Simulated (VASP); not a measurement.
A run of VASP 6.6.1 is set up as follows.

File INCAR:

```
PREC     = Accurate       # precision mode
ENCUT    = 520            # plane-wave cutoff, eV
EDIFF    = 1E-6           # SCF threshold, eV
ISMEAR   = -1             # smearing method
SIGMA    = 0.1            # smearing width, eV
LREAL    = False          # projectors in reciprocal space
LASPH    = True           # aspherical terms in the spheres
NELM     = 80             # most SCF steps
ALGO     = Normal         # electronic algorithm
ISIF     = 2              # what is computed and relaxed
LWAVE    = False          # write WAVECAR
LCHARG   = False          # write CHGCAR
NBANDS   = 18             # bands
```

Contents of KPOINTS:

```
Automatic mesh
0
Gamma
  10 10 10
```

The input POSCAR:

```
Sc
1.0
    0.0000000000      2.9586269013      2.9586269013
    2.9586269013      0.0000000000      2.9586269013
    2.9586269013      2.9586269013      0.0000000000
Sc
2
Direct
    0.1250000000      0.1250000000      0.1250000000
    0.8750000000      0.8750000000      0.8750000000
```

Potentials or basis: VASP PAW LDA potentials, release 64 (Sc_sv).

Command:

```sh
$ cat potpaw_LDA.64/Sc_sv/POTCAR > POTCAR
$ mpirun -np 1 vasp_std > vasp.out
```

Q: Estimate the band gap on the k mesh.

A: Zero (bands 11 and 12 overlap by 0.82 eV).

Q: Estimate the pressure.

A: 0.3 GPa.
